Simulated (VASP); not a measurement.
Input of a VASP 6.6.1 run:

The input INCAR:

```
SYSTEM = BAs
PREC = Accurate
ENCUT = 520
EDIFF = 1E-8
ISMEAR = -1
SIGMA = 0.03
LREAL = .False.
LASPH = .True.
NELM = 80
ALGO = Normal
ISIF = 2
LWAVE = .False.
LCHARG = .False.
LEFG = .True.
NBANDS = 11
```

Contents of KPOINTS:

```
regular mesh
0
Gamma
  15 15 15
  0 0 0
```

POSCAR

```
BAs
1.0
    0.0000000000      2.3885000000      2.3885000000
    2.3885000000      0.0000000000      2.3885000000
    2.3885000000      2.3885000000      0.0000000000
B As
1 1
Direct
    0.0000000000      0.0000000000      0.0000000000
    0.7500000000      0.7500000000      0.7500000000
```

Potentials or basis: VASP PAW LDA potentials, release 64 (B, As).

The run is started by

```bash
$ cat potpaw_LDA.64/B/POTCAR potpaw_LDA.64/As/POTCAR > POTCAR
$ mpirun -np 1 vasp_std > vasp.out
```

(1) Estimate the band gap on the k mesh.

(2) Predict the pressure.

Answers

(1) 1.12 eV, indirect (least direct gap 3.25 eV).

(2) -3.1 GPa.

Caveat: without QUAD_EFG the Cq values of the log hold for a quadrupole moment of 1 mb, not for the nuclei.
